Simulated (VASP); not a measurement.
# Pd (P6_3/mmc) in VASP: notebook, part 2 of 2

VASP 6.6.1.

### 3 Single point, PBEsol, collinear spin, antiferromagnetic start

This run uses another cell than the first one, of 14.62 Å³/atom, 1.042 times its volume.

Contents of INCAR:

```
ALGO = Normal ; EDIFF = 1E-6
ENCUT = 520 ; GGA = PS
ISIF = 2 ; ISMEAR = -1
ISPIN = 2 ; LASPH = T
LCHARG = F ; LMAXMIX = 4
LORBIT = 11 ; LREAL = F
LWAVE = F ; MAGMOM = 0.5 -0.5
NBANDS = 21 ; NELM = 150
PREC = Accurate ; SIGMA = 0.05
```

Contents of KPOINTS:

```
k-points
0
Gamma
  15 15 8
```

Contents of POSCAR:

```
Pd
1.0
    2.7172923319      0.0000000000      0.0000000000
   -1.3586461659      2.3532441889      0.0000000000
    0.0000000000      0.0000000000      4.5727264362
Pd
2
Direct
    0.3333333333      0.6666666667      0.2500000000
    0.6666666667      0.3333333333      0.7500000000
```

Potentials or basis: VASP PAW PBE potentials, release 64 (Pd).

Launch:

```bash
> cat potpaw_PBE.64/Pd/POTCAR > POTCAR
> mpirun -np 1 vasp_std > vasp.out
```

OUTCAR:

```text
EDIFF = 1E-6
   ENCUT = 520
   GGA = PS
   ISIF = 2
   ISMEAR = -1
   ISPIN = 2
   LASPH = T
   LORBIT = 11
   LREAL = F
   NELM = 150
   PREC = Accurate

 ion  position               nearest neighbor table
   1  0.333  0.667  0.250-   2 2.77   2 2.77   2 2.77   2 2.77   2 2.77   2 2.77
   2  0.667  0.333  0.750-   1 2.77   1 2.77   1 2.77   1 2.77   1 2.77   1 2.77

  LATTYP: Found a hexagonal cell.
 ALAT       =     2.7172923319
 C/A-ratio  =     1.6828246201

  Lattice vectors:

 A1 = (   2.7172923319,   0.0000000000,   0.0000000000)
 A2 = (  -1.3586461659,   2.3532441889,   0.0000000000)
 A3 = (   0.0000000000,   0.0000000000,   4.5727264362)

Analysis of symmetry for initial positions (statically):
=====================================================================
 Subroutine PRICEL returns:
 Original cell was already a primitive cell.

 Routine SETGRP: Setting up the symmetry group for a
 hexagonal supercell.

 Subroutine GETGRP returns: Found 24 space group operations
 (whereof 12 operations were pure point group operations)
 out of a pool of 24 trial point group operations.

The static configuration has the point symmetry D_3d.
 The point group associated with its full space group is D_6h.

Analysis of symmetry for dynamics (positions and initial velocities):
=====================================================================
 Subroutine PRICEL returns:
 Original cell was already a primitive cell.

 Routine SETGRP: Setting up the symmetry group for a
 hexagonal supercell.

 Subroutine GETGRP returns: Found 24 space group operations
 (whereof 12 operations were pure point group operations)
 out of a pool of 24 trial point group operations.

The dynamic configuration has the point symmetry D_3d.
 The point group associated with its full space group is D_6h.

Analysis of structural, dynamic, and magnetic symmetry:
=====================================================================
 Subroutine PRICEL returns:
 Original cell was already a primitive cell.

[... 145 lines left out ...]
 number of electron      19.9999998 magnetization       0.0000000

 number of electron      19.9999998 magnetization      -0.0000000

 Free energy of the ion-electron system (eV)
  ---------------------------------------------------
  ext. energy  EPLUGINS =         0.00000000
  ---------------------------------------------------
  free energy    TOTEN  =       -11.87088654 eV

  energy without entropy =      -11.82966749  energy(sigma->0) =      -11.85027701

 E-fermi :   9.7785     XC(G=0): -13.4328

 val. band max:        9.7747658257   @ k =   0.3333  -0.0000   0.0000
 cond. band min:       9.7786634651   @ k =   0.4000   0.0667   0.1250
 fundamental gap:      0.0038976395
 Fermi energy:         9.7785453502

 spin component 1

 k-point     1 :       0.0000    0.0000    0.0000
  band No.  band energies     occupation
      1       2.4617      1.00000
      2       4.3363      1.00000
      3       6.6990      1.00000
      4       6.9690      1.00000
      5       6.9690      1.00000
      6       7.3180      1.00000
[... 565 lines left out ...]
     20      35.6079      0.00000
     21      35.8897      0.00000

 [... further k-points ...]

 spin component 2

 k-point     1 :       0.0000    0.0000    0.0000
  band No.  band energies     occupation
      1       2.4617      1.00000
      2       4.3363      1.00000
      3       6.6990      1.00000
      4       6.9690      1.00000
      5       6.9690      1.00000
      6       7.3180      1.00000
[... 565 lines left out ...]
     20      35.6079      0.00000
     21      35.8898      0.00000

 [... further k-points ...]
[... 5 lines left out ...]
  --------------------------------------------------------------------------------------
  -------------------------------------------------------------------------------------
  Total       -0.0177828     -0.0177828     -0.1468413     -0.0000000      0.0000000      0.0000000
  in kB       -0.9743864     -0.9743864     -8.0460044     -0.0000000      0.0000000      0.0000000
  external PRESSURE =      -3.3315924 kB  Pullay stress =       0.0000000 kB

 VOLUME and BASIS-vectors are now :
 -----------------------------------------------------------------------------
  energy-cutoff  :      520.00
  volume of cell :       29.24
      direct lattice vectors                 reciprocal lattice vectors
     2.717292332  0.000000000  0.000000000     0.368013404  0.212472638  0.000000000
    -1.358646166  2.353244189  0.000000000     0.000000000  0.424945275  0.000000000
     0.000000000  0.000000000  4.572726436     0.000000000  0.000000000  0.218687913

 POSITION                                       TOTAL-FORCE (eV/Angst)
 -----------------------------------------------------------------------------------
     -0.00000      1.56883      1.14318        -0.000000      0.000000      0.000000
      1.35865      0.78441      3.42954         0.000000      0.000000      0.000000
 -----------------------------------------------------------------------------------
    total drift:                                0.000000     -0.000000      0.000000

  FREE ENERGIE OF THE ION-ELECTRON SYSTEM (eV)
  ---------------------------------------------------
  free  energy   TOTEN  =       -11.8708865361 eV

  energy  without entropy=      -11.8296674920  energy(sigma->0) =      -11.85027701

 total charge

# of ion       s       p       d       tot
------------------------------------------
    1        0.485   0.492   8.471   9.448
    2        0.485   0.492   8.471   9.448
--------------------------------------------------
tot          0.970   0.984  16.941  18.896

 magnetization (x)

# of ion       s       p       d       tot
------------------------------------------
    1        0.000   0.000   0.000   0.000
    2       -0.000  -0.000  -0.000  -0.000
--------------------------------------------------
tot          0.000   0.000   0.000   0.000
```

OSZICAR:

```text
N       E                     dE             d eps       ncg     rms          rms(c)
DAV:   1     0.115439536731E+03    0.11544E+03   -0.10153E+04 11340   0.942E+02
DAV:   2    -0.970713386508E+01   -0.12515E+03   -0.11694E+03 12725   0.231E+02
DAV:   3    -0.125678078763E+02   -0.28607E+01   -0.28289E+01 13395   0.369E+01
DAV:   4    -0.125865047992E+02   -0.18697E-01   -0.18694E-01 13532   0.299E+00
DAV:   5    -0.125867821259E+02   -0.27733E-03   -0.27732E-03 13981   0.387E-01    0.124E+01
DAV:   6    -0.118996182757E+02    0.68716E+00   -0.12172E+00 13975   0.106E+01    0.550E+00
DAV:   7    -0.118788950374E+02    0.20723E-01   -0.37098E-02 14413   0.132E+00    0.271E+00
DAV:   8    -0.118713821146E+02    0.75129E-02   -0.41973E-03 14183   0.501E-01    0.670E-01
DAV:   9    -0.118708144364E+02    0.56768E-03   -0.36091E-04 14008   0.145E-01    0.841E-02
DAV:  10    -0.118708751369E+02   -0.60700E-04   -0.10712E-04 13852   0.908E-02    0.385E-02
DAV:  11    -0.118708860284E+02   -0.10892E-04   -0.39265E-05 14091   0.326E-02    0.142E-02
DAV:  12    -0.118708865361E+02   -0.50767E-06   -0.10586E-06 10007   0.875E-03
   1 F= -.11870887E+02 E0= -.11850277E+02  d E =-.412190E-01  mag=     0.0000
```

Wall time 5.6 min (1 thread of AMD EPYC 7R13, shared host); peak memory 0.2 GiB.

Results:

| Property | Result |
| --- | --- |
| Free energy | -11.8709 eV |
| Pressure | -0.3 GPa |
| Band gap on the k mesh | zero (filled and empty bands overlap) |
| Net moment | 0.00 μB per cell |
| Valence electrons inside the program's atomic spheres | Pd 9.45 |

Caveat: the PAW data sets were made with another functional, which shifts forces and pressure a little.
